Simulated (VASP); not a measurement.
# Na (I4/mmm) in VASP: a series of runs, part 3 of 3

VASP 6.6.1. Earlier steps stand in the parts before.

## 7. Relaxation of cell and atoms, PBEsol, target pressure 5 GPa, at which the enthalpy is minimised

This run uses another cell than the first one, of 28.04 Å³/atom.

Input file INCAR:

```
SYSTEM = Na
ALGO     = Fast           ! electronic algorithm
EDIFF    = 1E-6           ! SCF threshold, eV
EDIFFG   = -0.008         ! ionic threshold
ENCUT    = 600            ! plane-wave cutoff, eV
GGA      = PS             ! functional
IBRION   = 2              ! ionic algorithm
ISIF     = 3              ! what is computed and relaxed
ISMEAR   = 0              ! smearing method
LASPH    = .TRUE.         ! aspherical terms in the spheres
LCHARG   = .FALSE.        ! write CHGCAR
LREAL    = .FALSE.        ! projectors in reciprocal space
LWAVE    = .FALSE.        ! write WAVECAR
NELM     = 80             ! most SCF steps
NSW      = 70             ! ionic steps
PREC     = Accurate       ! precision mode
PSTRESS  = 50.0         
SIGMA    = 0.1            ! smearing width, eV
```

Input file KPOINTS:

```
k-points
0
G
  18 18 18
  0 0 0
```

Input file POSCAR:

```
Na
1.0
   -1.7089787003      1.7089787003      2.4005498037
    1.7089787003     -1.7089787003      2.4005498037
    1.7089787003      1.7089787003     -2.4005498037
Na
1
Direct
    0.0000000000      0.0000000000      0.0000000000
```

Potentials or basis: VASP PAW PBE potentials, release 64 (Na_pv).

On the command line:

```
$ cat potpaw_PBE.64/Na_pv/POTCAR > POTCAR
$ mpirun -np 1 vasp_std > vasp.out
```

OUTCAR:

```text
SYSTEM = Na
   EDIFF = 1E-6
   EDIFFG = -0.008
   ENCUT = 600
   GGA = PS
   IBRION = 2
   ISIF = 3
   ISMEAR = 0
   LASPH = .TRUE.
   LREAL = .FALSE.
   NELM = 80
   NSW = 70
   PREC = Accurate
   PSTRESS = 50.0

 ion  position               nearest neighbor table
   1  0.000  0.000  0.000-

  LATTYP: Found a body centered tetragonal cell.
 ALAT       =     3.4179574006
 C/A-ratio  =     1.4046692351

  Lattice vectors:

 A1 = (  -1.7089787003,   1.7089787003,   2.4005498037)
 A2 = (   1.7089787003,  -1.7089787003,   2.4005498037)
 A3 = (   1.7089787003,   1.7089787003,  -2.4005498037)

Analysis of symmetry for initial positions (statically):
=====================================================================
 Subroutine PRICEL returns:
 Original cell was already a primitive cell.

 Routine SETGRP: Setting up the symmetry group for a
 body centered tetragonal supercell.

 Subroutine GETGRP returns: Found 16 space group operations
 (whereof 16 operations were pure point group operations)
 out of a pool of 16 trial point group operations.

The static configuration has the point symmetry D_4h.

Analysis of symmetry for dynamics (positions and initial velocities):
=====================================================================
 Subroutine PRICEL returns:
 Original cell was already a primitive cell.

 Routine SETGRP: Setting up the symmetry group for a
 body centered tetragonal supercell.

 Subroutine GETGRP returns: Found 16 space group operations
 (whereof 16 operations were pure point group operations)
 out of a pool of 16 trial point group operations.

The dynamic configuration has the point symmetry D_4h.

 Subroutine INISYM returns: Found 16 space group operations
 (whereof 16 operations are pure point group operations),
 and found     1 'primitive' translations

----------------------------------------------------------------------------------------

                                     Primitive cell

  volume of cell :      28.0443

  direct lattice vectors                    reciprocal lattice vectors
    -1.708978700  1.708978700  2.400549804     0.000000000  0.292572400  0.208285618
     1.708978700 -1.708978700  2.400549804     0.292572400  0.000000000  0.208285618
     1.708978700  1.708978700 -2.400549804     0.292572400  0.292572400  0.000000000

  length of vectors
     3.406443271  3.406443271  3.406443271     0.359139956  0.359139956  0.413759856

  position of ions in fractional coordinates (direct lattice)
     0.000000000  0.000000000  0.000000000

  ion indices of the primitive-cell ions
   primitive index   ion index
                 1           1

----------------------------------------------------------------------------------------

 KPOINTS: k-points

Automatic generation of k-mesh.
 Grid dimensions read from file:
 generate k-points for:   18   18   18

 Generating k-lattice:

  Cartesian coordinates                     Fractional coordinates (reciprocal lattice)
     0.000000000  0.016254022  0.011571423     0.055555556  0.000000000 -0.000000000
     0.016254022  0.000000000  0.011571423     0.000000000  0.055555556 -0.000000000
     0.016254022  0.016254022  0.000000000     0.000000000  0.000000000  0.055555556
[... 41 lines left out ...]
   total plane-waves  NPLWV =  21952
   dimension x,y,z NGX =    28 NGY =   28 NGZ =   28
   dimension x,y,z NGXF=    56 NGYF=   56 NGZF=   56
   ions per type =               1
   NGX,Y,Z   is equivalent  to a cutoff of  13.66, 13.66, 13.66 a.u.
   NGXF,Y,Z  is equivalent  to a cutoff of  27.33, 27.33, 27.33 a.u.
 SYSTEM =  Na
   PREC   = accura    normal or accurate (medium, high low for compatibility)
   ISTART =      0    job   : 0-new  1-cont  2-samecut
   ICHARG =      2    charge: 1-file 2-atom 10-const
   ISPIN  =      1    spin polarized calculation?
   LNONCOLLINEAR =      F non collinear calculations
   LSORBIT =      F    spin-orbit coupling
   LASPH  =      T    aspherical Exc in radial PAW
   ENCUT  =  600.0 eV  44.10 Ry    6.64 a.u.   6.80  6.80  6.80*2*pi/ulx,y,z
   NELM   =     80;   NELMIN=  2; NELMDL= -5     # of ELM steps
   EDIFF  = 0.1E-05   stopping-criterion for ELM
   LREAL  =      F    real-space projection
   EDIFFG = -.8E-02   stopping-criterion for IOM
   NSW    =     70    number of steps for IOM
   IBRION =      2    ionic relax: 0-MD 1-quasi-New 2-CG
   NFREE  =      1    steps in history (QN), initial steepest desc. (CG)
   ISIF   =      3    stress and relaxation
   ISYM   =      2    0-nonsym 1-usesym 2-fastsym
   POTIM  = 0.5000    time-step for ionic-motion
   TEBEG  =    0.0;   TEEND  =   0.0 temperature during run
   PSTRESS=   50.0 pullay stress
   NELECT =       7.0000    total number of electrons
   NUPDOWN=      -1.0000    fix difference up-down
   EMIN   =  10.00;   EMAX   =-10.00  energy-range for DOS
   EFERMI =   0.00;   METHOD = LEGACY
   ISMEAR =     0;   SIGMA  =   0.10  broadening in eV -4-tet -1-fermi 0-gaus
   EFERMI_NEDOS =   21; number of points for ismear=-14 and -15
   IALGO  =     68    algorithm
   IMIX   =      4    mixing-type and parameters
     AMIX     =   0.40;   BMIX     =  1.00
     AMIX_MAG =   1.60;   BMIX_MAG =  1.00
  volume/ion in A,a.u.               =      28.04       189.25
  Fermi-wavevector in a.u.,A,eV,Ry     =   1.030765  1.947863 14.455860  1.062476
  Thomas-Fermi vector in A             =   2.164879
   LORBIT       =      0    0 simple, 1 ext, 2 COOP (PROOUT), +10 PAW based schemes
   GGA     = PS    functional components
   LHFCALC =     F    Hartree Fock is set to
   AEXX    =    0.0000 exact exchange contribution
   IVDW    =     0    specifies the selected vdW correction
   LEPSILON=     F    determine dielectric tensor
   LRPA    =     F    only Hartree local field effects (RPA)
 conjugate gradient relaxation of ions
 non-spin polarized calculation
 RMM-DIIS sequential band-by-band and
 Gauss-broadening in eV      SIGMA  =   0.10
  energy-cutoff  :      600.00
  volume of cell :       28.04
 maximum number of plane-waves:       954
   NGX = 13   NGY = 13   NGZ = 13

--------------------------------------- Ionic step        1  -------------------------------------------

 number of electron       6.9999996 magnetization

 Free energy of the ion-electron system (eV)
  ---------------------------------------------------
  ext. energy  EPLUGINS =         0.00000000
  ---------------------------------------------------
  free energy    TOTEN  =        -1.33100345 eV

  energy without entropy =       -1.32858071  energy(sigma->0) =       -1.32979208

------------------------ aborting loop because EDIFF is reached ----------------------------------------

  FORCE on cell =-STRESS in cart. coord.  units (eV):
  Direction    XX          YY          ZZ          XY          YZ          ZX
  --------------------------------------------------------------------------------------
  -------------------------------------------------------------------------------------
  Total        0.5793273      0.5793273      0.5770690      0.0000000      0.0000000      0.0000000
  in kB       33.0971448     33.0971448     32.9681315      0.0000000      0.0000000      0.0000000
  external PRESSURE =     -16.9458596 kB  Pullay stress =      50.0000000 kB
[... 209 lines left out ...]
--------------------------------------- Ionic step        7  -------------------------------------------

 number of electron       7.0000006 magnetization

 Free energy of the ion-electron system (eV)
  ---------------------------------------------------
  ext. energy  EPLUGINS =         0.00000000
  ---------------------------------------------------
  free energy    TOTEN  =        -1.27457276 eV

  energy without entropy =       -1.27224212  energy(sigma->0) =       -1.27340744

 E-fermi :   1.5961     XC(G=0):  -7.5443

 val. band max:        1.5959460049   @ k =  -0.1111   0.4444   0.0556
 cond. band min:       1.5985664716   @ k =  -0.2778   0.2778   0.2778
 fundamental gap:      0.0026204667
 Fermi energy:         1.5960675979

 k-point     1 :       0.0000    0.0000    0.0000
  band No.  band energies     occupation
      1     -23.0409      2.00000
      2     -23.0409      2.00000
      3     -23.0408      2.00000
      4      -2.5713      2.00000
      5      15.0076      0.00000
      6      15.0076      0.00000
      7      15.0384      0.00000
[... 221 lines left out ...]
 k-point    24 :      -0.2222    0.0556   -0.0000
  band No.  band energies     occupation
      1     -23.0858      2.00000
      2     -23.0488      2.00000
      3     -23.0467      2.00000
      4      -1.6286      2.00000
      5       9.6978      0.00000
      6      13.6874      0.00000
      7      14.1001      0.00000

 [... further k-points ...]

------------------------ aborting loop because EDIFF is reached ----------------------------------------

  FORCE on cell =-STRESS in cart. coord.  units (eV):
  Direction    XX          YY          ZZ          XY          YZ          ZX
  --------------------------------------------------------------------------------------
  -------------------------------------------------------------------------------------
  Total        0.8127484      0.8127484      0.8096452      0.0000000     -0.0000000      0.0000000
  in kB       50.3951654     50.3951654     50.2027482      0.0000000     -0.0000000      0.0000000
  external PRESSURE =       0.3310263 kB  Pullay stress =      50.0000000 kB
[... 20 lines left out ...]
  energy  without entropy=       -1.2722421244  energy(sigma->0) =       -1.27340744

  enthalpy is  TOTEN    =        -0.4681974208 eV   P V=        0.8063753394

 reached required accuracy - stopping structural energy minimisation
```

Run time: 2.6 min. Hardware: 1 thread of Intel Xeon 6975P-C (Granite Rapids), shared host; peak memory 0.24 GiB.

Results:

```
Free energy                                                : -1.2746 eV
Relaxed volume                                             : 25.84 Å³/atom
Relaxed cell                                               : a = 3.315 Å, b = 3.315 Å, c = 3.315 Å, α = 119.77°, β = 119.77°, γ = 90.41°
Space group after relaxing (to 0.1 Å)                      : Fm-3m (No. 225)
Energy change on relaxing (the run minimises the enthalpy) : +56.4 meV/atom
Ionic steps                                                : 7
Pressure after relaxing                                    : 5.0 GPa
Band gap on the k mesh                                     : zero (an odd number of electrons rules out a gap without spin polarisation)
```

The path:
```
step  energy change (eV)  largest force (eV/Å)  pressure (GPa)  volume (Å³)
   1              0.0000                0.0000            3.31        28.04
   2              0.0274                0.0000            3.95        26.86
   3              0.0781                0.0000            5.71        25.19
   4              0.0569                0.0000            4.95        25.83
   5              0.0582                0.0000            5.12        25.78
   6              0.0555                0.0000            4.90        25.87
   7              0.0564                0.0000            5.03        25.84
```

Final structure:
```yaml
crystal:
  lattice:
    - [-1.66313, 1.66313, 2.33542]
    - [1.66313, -1.66313, 2.33542]
    - [1.66313, 1.66313, -2.33542]
  atoms:
    - { symbol: Na, position: [0.00000, 0.00000, 0.00000] }
```

Caveat: the cell is relaxed towards a set pressure, so the run minimises the enthalpy, not the energy; the PAW data sets were made with another functional, which shifts forces and pressure a little.

## 8. Overview

| task | cell | k mesh | cutoff (eV) | gap on the mesh (eV) | pressure (GPa) |
| --- | --- | --- | --- | --- | --- |
| single point | a = 3.499 Å, angles 119.8, 119.8, 90.4°, 1 atom | 16 × 16 × 16 | 520 | none | 2.0 |
| single point | a = 2.944 Å, angles 119.7, 119.7, 90.5°, 1 atom | 20 × 20 × 20 | 520 | none | 19.9 |
| single point | a = 3.316 Å, angles 119.7, 119.7, 90.4°, 1 atom | 18 × 18 × 18 | 520 | none | 4.9 |
| relaxation of cell and atoms | relaxed to 2 GPa from a = 3.687 Å, angles 119.7, 119.7, 90.5°, 1 atom | 16 × 16 × 16 | 600 | none | 2.0 |
| relaxation of cell and atoms | relaxed to 20 GPa from a = 3.058 Å, angles 119.7, 119.7, 90.5°, 1 atom | 20 × 20 × 20 | 600 | none | 20.0 |
| relaxation of cell and atoms | relaxed to 5 GPa from a = 3.406 Å, angles 119.8, 119.8, 90.4°, 1 atom | 18 × 18 × 18 | 600 | none | 5.0 |

Alike in all rows: level PBEsol; potentials or basis VASP PAW PBE potentials, release 64 (Na_pv); no spin polarisation; smearing gaussian 0.1 eV.

Caveats: the PAW data sets were made with another functional, which shifts forces and pressure a little; the cell is relaxed towards a set pressure, so the run minimises the enthalpy, not the energy (at least some runs); the cell stands under pressure (at least some runs).

Total energies depend on the potentials used, so only differences within one code and one set of settings carry meaning.

The gap in the log of VASP goes by the Fermi energy; the results here count the filled bands.